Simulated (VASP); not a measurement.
Wanted: the native input for a VASP 6.6.1 run.

```
Task                   : single point
Functional             : PBE
Potentials or basis    : VASP PAW PBE potentials, release 64 (B, As)
Cutoff                 : 520 eV
k mesh                 : 2 × 2 × 2, shifted
Occupations            : gaussian, width 0.1 eV
Spin                   : no spin polarisation
Dipole correction      : no
Further INCAR settings : LREAL = Auto; ALGO = Normal; EDIFF = 1e-07; NBANDS = 46; ISYM = 0
```

The structure of BAs lies in POSCAR:

```
BAs
1.0
    4.7770000000      0.0000000000      4.7770000000
    4.7770000000      4.7770000000      0.0000000000
    0.0000000000      4.7770000000      4.7770000000
B As
8 8
Direct
    0.0000000000      0.0000000000      0.0000000000
    0.0000000000      0.5000000000      0.0000000000
    0.5000000000      0.0000000000      0.0000000000
    0.5000000000      0.5000000000      0.0000000000
    0.0000000000      0.0000000000      0.5000000000
    0.0000000000      0.5000000000      0.5000000000
    0.5000000000      0.0000000000      0.5000000000
    0.5000000000      0.5000000000      0.5000000000
    0.3750000000      0.3750000000      0.3750000000
    0.3750000000      0.8750000000      0.3750000000
    0.8750000000      0.3750000000      0.3750000000
    0.8750000000      0.8750000000      0.3750000000
    0.3750000000      0.3750000000      0.8750000000
    0.3750000000      0.8750000000      0.8750000000
    0.8750000000      0.3750000000      0.8750000000
    0.8750000000      0.8750000000      0.8750000000
```

The input as run:

INCAR

```
PREC     = Accurate       # precision mode
ENCUT    = 520            # plane-wave cutoff, eV
EDIFF    = 1E-7           # SCF threshold, eV
ISMEAR   = 0              # smearing method
SIGMA    = 0.1            # smearing width, eV
LREAL    = Auto         
LASPH    = T              # aspherical terms in the spheres
NELM     = 100            # most SCF steps
ALGO     = Normal         # electronic algorithm
ISIF     = 2              # what is computed and relaxed
LWAVE    = F              # write WAVECAR
LCHARG   = F              # write CHGCAR
GGA      = PE             # functional
ISYM     = 0            
NBANDS   = 46             # bands
```

KPOINTS

```
Automatic mesh
0
Gamma
  2 2 2
  0.5 0.5 0.5
```

Potentials or basis: VASP PAW PBE potentials, release 64 (B, As).

Run with:

```sh
$ cat potpaw_PBE.64/B/POTCAR potpaw_PBE.64/As/POTCAR > POTCAR
$ mpirun -np 1 vasp_std > vasp.out
```

Results of the run:

| Quantity | Value |
| --- | --- |
| Pressure | 3.3 GPa |
| Band gap on the k mesh | 2.07 eV |

Caveat: the k points lie up to 0.57 Å⁻¹ apart; a shifted mesh leaves out Γ, where band edges can lie.

It took 9.3 min on 1 thread of Intel Xeon 8259CL, with other jobs on the host, peak memory 0.38 GiB.
